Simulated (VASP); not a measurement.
# Ta (P6/mmm) in VASP: a series of runs, part 2 of 2

VASP 6.6.1. The steps go on from the part before.

## Step 4: Single point, PBE (17.16 Å³/atom)

This run uses another cell than the first one, of 17.16 Å³/atom.

The input, INCAR:

```
PREC = Accurate
ENCUT = 520
EDIFF = 1E-7
ISMEAR = -1
SIGMA = 0.1
LREAL = F
LASPH = T
NELM = 100
ALGO = Normal
ISIF = 2
LWAVE = F
LCHARG = F
GGA = PE
NBANDS = 24
```

The input, KPOINTS:

```
Automatic mesh
0
Gamma
  9 9 13
```

The input, POSCAR:

```
Ta
1.0
    4.7305049999      0.0000000000      0.0000000000
   -2.3652524999      4.0967375026      0.0000000000
    0.0000000000      0.0000000000      2.6559535751
Ta
3
Direct
    1.0000000000      1.0000000000      0.0000000000
    0.3333333333      0.6666666667      0.5000000000
    0.6666666667      0.3333333333      0.5000000000
```

Potentials or basis: VASP PAW PBE potentials, release 64 (Ta_pv).

On the command line:

```bash
cat potpaw_PBE.64/Ta_pv/POTCAR > POTCAR
mpirun -np 1 vasp_std > vasp.out
```

OUTCAR:

```text
PREC = Accurate
   ENCUT = 520
   EDIFF = 1E-7
   ISMEAR = -1
   LREAL = F
   LASPH = T
   NELM = 100
   ISIF = 2
   GGA = PE

 ion  position               nearest neighbor table
   1  0.000  0.000  0.000-   2 3.04   3 3.04   2 3.04   3 3.04   2 3.04   2 3.04   3 3.04   3 3.04
                             3 3.04   3 3.04   2 3.04   2 3.04
   2  0.333  0.667  0.500-   3 2.73   3 2.73   3 2.73   1 3.04   1 3.04   1 3.04   1 3.04   1 3.04
                             1 3.04
   3  0.667  0.333  0.500-   2 2.73   2 2.73   2 2.73   1 3.04   1 3.04   1 3.04   1 3.04   1 3.04
                             1 3.04

  LATTYP: Found a hexagonal cell.
 ALAT       =     4.7305049999
 C/A-ratio  =     0.5614524401

  Lattice vectors:

 A1 = (   4.7305049999,   0.0000000000,   0.0000000000)
 A2 = (  -2.3652524999,   4.0967375026,   0.0000000000)
 A3 = (   0.0000000000,   0.0000000000,   2.6559535751)

Analysis of symmetry for initial positions (statically):
=====================================================================
 Subroutine PRICEL returns:
 Original cell was already a primitive cell.

 Routine SETGRP: Setting up the symmetry group for a
 hexagonal supercell.

 Subroutine GETGRP returns: Found 24 space group operations
 (whereof 24 operations were pure point group operations)
 out of a pool of 24 trial point group operations.

The static configuration has the point symmetry D_6h.

Analysis of symmetry for dynamics (positions and initial velocities):
=====================================================================
 Subroutine PRICEL returns:
 Original cell was already a primitive cell.

 Routine SETGRP: Setting up the symmetry group for a
 hexagonal supercell.

 Subroutine GETGRP returns: Found 24 space group operations
 (whereof 24 operations were pure point group operations)
 out of a pool of 24 trial point group operations.

[... 116 lines left out ...]
   EFERMI =   0.00;   METHOD = LEGACY
   ISMEAR =    -1;   SIGMA  =   0.10  broadening in eV -4-tet -1-fermi 0-gaus
   EFERMI_NEDOS =   21; number of points for ismear=-14 and -15
   IALGO  =     38    algorithm
   IMIX   =      4    mixing-type and parameters
     AMIX     =   0.40;   BMIX     =  1.00
     AMIX_MAG =   1.60;   BMIX_MAG =  1.00
  volume/ion in A,a.u.               =      17.16       115.78
  Fermi-wavevector in a.u.,A,eV,Ry     =   1.411640  2.667614 27.112722  1.992729
  Thomas-Fermi vector in A             =   2.533471
   LORBIT       =      0    0 simple, 1 ext, 2 COOP (PROOUT), +10 PAW based schemes
   GGA     = PE    functional components
   LHFCALC =     F    Hartree Fock is set to
   AEXX    =    0.0000 exact exchange contribution
   IVDW    =     0    specifies the selected vdW correction
   LEPSILON=     F    determine dielectric tensor
   LRPA    =     F    only Hartree local field effects (RPA)
 non-spin polarized calculation
  energy-cutoff  :      520.00
  volume of cell :       51.47
 maximum number of plane-waves:      1426
 NGX is ok and might be reduce to    36
   NGX = 17   NGY = 17   NGZ =  9

 number of electron      32.9999993 magnetization

 Free energy of the ion-electron system (eV)
  ---------------------------------------------------
  ext. energy  EPLUGINS =         0.00000000
  ---------------------------------------------------
  free energy    TOTEN  =       -34.57628630 eV

  energy without entropy =      -34.48162179  energy(sigma->0) =      -34.52895405

 E-fermi :   6.1896     XC(G=0): -12.8548

 val. band max:        6.1889360336   @ k =   0.3333   0.0000   0.1538
 cond. band min:       6.2136321157   @ k =   0.4444   0.0000   0.3077
 fundamental gap:      0.0246960821
 Fermi energy:         6.1895524374

 k-point     1 :       0.0000    0.0000    0.0000
  band No.  band energies     occupation
      1     -28.1217      2.00000
      2     -28.1217      2.00000
      3     -27.8440      2.00000
      4     -27.8440      2.00000
      5     -27.0800      2.00000
      6     -27.0800      2.00000
[... 637 lines left out ...]
     23      10.6988      0.00000
     24      11.4943      0.00000

 [... further k-points ...]

------------------------ aborting loop because EDIFF is reached ----------------------------------------

  FORCE on cell =-STRESS in cart. coord.  units (eV):
  Direction    XX          YY          ZZ          XY          YZ          ZX
  --------------------------------------------------------------------------------------
  -------------------------------------------------------------------------------------
  Total        5.6820364      5.6820364      6.2237512      0.0000000      0.0000000      0.0000000
  in kB      176.8676766    176.8676766    193.7299125      0.0000000      0.0000000      0.0000000
  external PRESSURE =     182.4884219 kB  Pullay stress =       0.0000000 kB

 VOLUME and BASIS-vectors are now :
 -----------------------------------------------------------------------------
  energy-cutoff  :      520.00
  volume of cell :       51.47
      direct lattice vectors                 reciprocal lattice vectors
     4.730505000  0.000000000  0.000000000     0.211393921  0.122048337  0.000000000
    -2.365252500  4.096737503  0.000000000     0.000000000  0.244096674  0.000000000
     0.000000000  0.000000000  2.655953575     0.000000000  0.000000000  0.376512605

 POSITION                                       TOTAL-FORCE (eV/Angst)
 -----------------------------------------------------------------------------------
      0.00000      0.00000      0.00000        -0.000000     -0.000000     -0.000000
     -0.00000      2.73116      1.32798        -0.000000      0.000000      0.000000
      2.36525      1.36558      1.32798         0.000000     -0.000000     -0.000000
 -----------------------------------------------------------------------------------
    total drift:                                0.000000      0.000000     -0.000000

  FREE ENERGIE OF THE ION-ELECTRON SYSTEM (eV)
  ---------------------------------------------------
  free  energy   TOTEN  =       -34.5762863049 eV

  energy  without entropy=      -34.4816217878  energy(sigma->0) =      -34.52895405
```

OSZICAR:

```text
N       E                     dE             d eps       ncg     rms          rms(c)
DAV:   1     0.295262578996E+03    0.29526E+03   -0.17918E+04  4032   0.141E+03
DAV:   2    -0.264940431043E+02   -0.32176E+03   -0.31112E+03  4704   0.420E+02
DAV:   3    -0.357128686095E+02   -0.92188E+01   -0.89747E+01  5240   0.674E+01
DAV:   4    -0.358211584905E+02   -0.10829E+00   -0.10817E+00  4464   0.756E+00
DAV:   5    -0.358227833440E+02   -0.16249E-02   -0.16242E-02  5280   0.763E-01    0.256E+01
DAV:   6    -0.348863192040E+02    0.93646E+00   -0.97318E-01  4480   0.804E+00    0.130E+01
DAV:   7    -0.345885808650E+02    0.29774E+00   -0.96513E-01  4576   0.814E+00    0.916E-01
DAV:   8    -0.345781685004E+02    0.10412E-01   -0.37456E-02  4968   0.221E+00    0.526E-01
DAV:   9    -0.345763242594E+02    0.18442E-02   -0.80380E-03  4536   0.751E-01    0.101E-01
DAV:  10    -0.345762879190E+02    0.36340E-04   -0.25293E-04  5048   0.135E-01    0.601E-02
DAV:  11    -0.345762878421E+02    0.76924E-07   -0.17569E-05  4864   0.355E-02    0.100E-02
DAV:  12    -0.345762867811E+02    0.10609E-05   -0.32472E-06  4848   0.135E-02    0.554E-03
DAV:  13    -0.345762862408E+02    0.54038E-06   -0.39630E-07  4696   0.593E-03    0.418E-04
DAV:  14    -0.345762863049E+02   -0.64121E-07   -0.63759E-09  2640   0.679E-04
   1 F= -.34576286E+02 E0= -.34528954E+02  d E =-.946645E-01
```

Wall time 94 s (1 thread of Intel Xeon Platinum 8259CL at 2.50GHz (Skylake/Cascade Lake), shared host); peak memory 0.22 GiB.

What came out:

- Free energy: -34.5763 eV
- Pressure: 18.2 GPa
- Band gap on the k mesh: zero (an odd number of electrons rules out a gap without spin polarisation)

Caveat: the cell stands under pressure; spin-orbit coupling is left out, which moves the levels of the heavy elements.

## Step 5: Single point, PBE (17.90 Å³/atom)

This run uses another cell than the first one, of 17.90 Å³/atom.

The input, INCAR:

```
PREC     = Accurate       # precision mode
ENCUT    = 520            # plane-wave cutoff, eV
EDIFF    = 1E-6           # SCF threshold, eV
ISMEAR   = -1             # smearing method
SIGMA    = 0.1            # smearing width, eV
LREAL    = F              # projectors in reciprocal space
LASPH    = T              # aspherical terms in the spheres
NELM     = 60             # most SCF steps
ALGO     = Normal         # electronic algorithm
ISIF     = 2              # what is computed and relaxed
LWAVE    = F              # write WAVECAR
LCHARG   = T              # write CHGCAR
GGA      = PE             # functional
LELF     = T              # ELF
LVHAR    = T            
NBANDS   = 24             # bands
```

The input, KPOINTS:

```
regular mesh
0
Gamma
  9 9 13
```

The input, POSCAR:

```
Ta
1.0
    4.7980927742      0.0000000000      0.0000000000
   -2.3990463871      4.1552702322      0.0000000000
    0.0000000000      0.0000000000      2.6939008959
Ta
3
Direct
    1.0000000000      1.0000000000      0.0000000000
    0.3333333333      0.6666666667      0.5000000000
    0.6666666667      0.3333333333      0.5000000000
```

On the command line:

```bash
cat potpaw_PBE.64/Ta_pv/POTCAR > POTCAR
mpirun -np 1 vasp_std > vasp.out
```

Run time: 80 s. Hardware: 1 thread of Intel Xeon Platinum 8259CL at 2.50GHz (Skylake/Cascade Lake), shared host; peak memory 0.22 GiB.

It converged, with:

| Quantity | Value |
| --- | --- |
| Free energy | -34.7602 eV |
| Pressure | 8.3 GPa |
| Band gap on the k mesh | zero (an odd number of electrons rules out a gap without spin polarisation) |

Stress tensor (GPa, compression positive):
```
8.08 0.00 0.00
0.00 8.08 0.00
0.00 0.00 8.77
```

Levels at points of the mesh, in eV from the Fermi level:
```csv
k point,band 15,band 16,band 17,band 18,band 19,band 20
"(0.00, 0.00, 0.00)",-1.45,-1.45,-0.71,1.02,1.02,3.39
```

Caveat: the cell stands under pressure; spin-orbit coupling is left out, which moves the levels of the heavy elements.

## Step 6: Single point, PBE (18.65 Å³/atom)

The input, INCAR:

```
ALGO = Normal
EDIFF = 1E-6
ENCUT = 520
GGA = PE
ISIF = 2
ISMEAR = -1
LASPH = True
LCHARG = True
LELF = True
LREAL = False
LVHAR = True
LWAVE = False
NBANDS = 24
NELM = 100
PREC = Accurate
SIGMA = 0.1
```

The input, KPOINTS:

```
k-points
0
Gamma
  9 9 13
```

The input, POSCAR:

```
Ta
1.0
    4.8638282410      0.0000000000      0.0000000000
   -2.4319141205      4.2121988164      0.0000000000
    0.0000000000      0.0000000000      2.7308082342
Ta
3
Direct
    1.0000000000      1.0000000000      0.0000000000
    0.3333333333      0.6666666667      0.5000000000
    0.6666666667      0.3333333333      0.5000000000
```

Potentials or basis: VASP PAW PBE potentials, release 64 (Ta_pv).

On the command line:

```bash
cat potpaw_PBE.64/Ta_pv/POTCAR > POTCAR
mpirun -np 1 vasp_std > vasp.out
```

Run time: 74 s. Hardware: 1 thread of Intel Xeon Platinum 8259CL at 2.50GHz (Skylake/Cascade Lake), shared host; peak memory 0.22 GiB.

Results (log left out):

```yaml
Free_energy: -34.8179 eV
Pressure: 0.1 GPa
Band_gap_on_the_k_mesh: zero (an odd number of electrons rules out a gap without spin polarisation)
```

Stress tensor (GPa, compression positive):
```
0.15 0.00 0.00
0.00 0.15 0.00
0.00 0.00 0.01
```

Levels at points of the mesh, in eV from the Fermi level:
| k point | band 14 | band 15 | band 16 | band 17 | band 18 | band 19 | band 20 | band 21 |
| --- | --- | --- | --- | --- | --- | --- | --- | --- |
| (0.00, 0.00, 0.00) | -1.44 | -1.43 | -1.43 | -0.67 | 1.00 | 1.00 | 3.26 | 3.26 |

Caveat: spin-orbit coupling is left out, which moves the levels of the heavy elements.

## Step 7: Summary

```csv
cell,k mesh,gap on the mesh (eV),pressure (GPa)
"a = 4.864, b = 4.864, c = 2.731 Å, angles 90.0, 90.0, 120.0°, 3 atoms",8 × 8 × 11,none,0.1
"a = 4.661, b = 4.661, c = 2.617 Å, angles 90.0, 90.0, 120.0°, 3 atoms",9 × 9 × 13,none,30.3
"a = 4.731, b = 4.731, c = 2.656 Å, angles 90.0, 90.0, 120.0°, 3 atoms",9 × 9 × 13,none,18.2
"a = 4.798, b = 4.798, c = 2.694 Å, angles 90.0, 90.0, 120.0°, 3 atoms",9 × 9 × 13,none,8.3
"a = 4.864, b = 4.864, c = 2.731 Å, angles 90.0, 90.0, 120.0°, 3 atoms",9 × 9 × 13,none,0.1
```

Alike in all rows: task single point; level PBE; potentials or basis VASP PAW PBE potentials, release 64 (Ta_pv); no spin polarisation; cutoff (eV) 520; smearing fermi-dirac 0.1 eV.

Caveats: spin-orbit coupling is left out, which moves the levels of the heavy elements; the cell stands under pressure (at least some runs).

Absolute energies hang on the potentials; compare differences alone.
